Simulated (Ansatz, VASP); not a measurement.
# Two plane-wave programs on Al

```
CELL_PARAMETERS angstrom
4.00183 0.00000 0.00000
0.00000 4.00183 0.00000
0.00000 0.00000 8.24525
ATOMIC_POSITIONS crystal
Al 0.25008 0.75025 0.15796
Al 0.74992 0.24975 0.65796
Al 0.24975 0.25008 0.90796
Al 0.75025 0.74992 0.40796
Al 0.74975 0.75033 0.90772
Al 0.25025 0.24967 0.40772
Al 0.24967 0.74975 0.65772
Al 0.75033 0.25025 0.15772
```

Alike in both runs: functional PBE; k mesh 4 × 4 × 2; occupations gaussian, width 0.1 eV; no spin polarisation.

Ansatz relaxed the structure, and its values are those at the end. VASP's run is a single point on that final structure, the one shown.

|  | VASP | Ansatz |
| --- | --- | --- |
| version | VASP 6.6.1 | Ansatz 0.2.0 |
| potentials or method | VASP PAW PBE potentials, release 64 (Al), cutoff 520 eV | scalar-relativistic, plane waves, PAW |
| valence electrons in the cell | 24 | 24 |

```tsv
	VASP	Ansatz	Ansatz less VASP
gap on the k mesh at the Fermi level (eV)	none	none	-
pressure (GPa)	-0.1	0.0	+0.05
rms of the force components (eV/Å)	0.003	0.003	0.0000
```

A gap of «none» marks a metal or a gap that the smearing closes. The functional is the same, so the differences come from potentials, cutoffs and numerics.

The k mesh is coarse, so the values compare programs but aren't converged.
